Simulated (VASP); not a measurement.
Wanted: the native input for a VASP 6.6.1 run.

| Quantity | Value |
| --- | --- |
| Task | relaxation of the atoms |
| Functional | LDA |
| Potentials or basis | VASP PAW LDA potentials, release 64 (Si, C) |
| Cutoff | 520 eV |
| k mesh | 12 × 12 × 6 |
| Occupations | gaussian, width 0.05 eV |
| Spin | no spin polarisation |
| Dipole correction | no |
| Further INCAR settings | ALGO = Normal; EDIFF = 1e-06; IBRION = 2; EDIFFG = -0.01; NSW = 50 |

The structure of SiC lies in POSCAR:

```
SiC
1.0
    3.0939792228      0.0000000000      0.0000000000
   -1.5469896114      2.6794646057      0.0000000000
    0.0000000000      0.0000000000      5.2857541042
Si C
2 2
Direct
    0.3333333333      0.6666666667      0.0046041256
    0.6666666667      0.3333333333      0.5046041256
    0.3333333333      0.6666666667      0.3803958744
    0.6666666667      0.3333333333      0.8803958744
```

These files were run (other wordings do the same):

INCAR

```
ALGO = Normal
EDIFF = 1E-6
EDIFFG = -0.01
ENCUT = 520
GGA = CA
IBRION = 2
ISIF = 2
ISMEAR = 0
LASPH = True
LCHARG = False
LREAL = False
LWAVE = False
NELM = 100
NSW = 50
PREC = Accurate
SIGMA = 0.05
```

KPOINTS

```
k-points
0
Gamma
  12 12 6
```

Potentials or basis: VASP PAW LDA potentials, release 64 (Si, C).

Run with:

```sh
$ cat potpaw_LDA.64/Si/POTCAR potpaw_LDA.64/C/POTCAR > POTCAR
$ mpirun -np 1 vasp_std > vasp.out
```

It gave:

```yaml
Energy_gained_by_relaxing: 0.4 meV/atom
Ionic_steps: 3
Pressure_after_relaxing: -14.5 GPa
Band_gap_on_the_k_mesh: 2.03 eV (least direct gap 4.08 eV)
```

It took 62 s on 1 thread of Intel(R) Xeon(R) Platinum 8259CL CPU @ 2.50GHz (Skylake/Cascade Lake), on a shared host, peak memory 0.16 GiB.
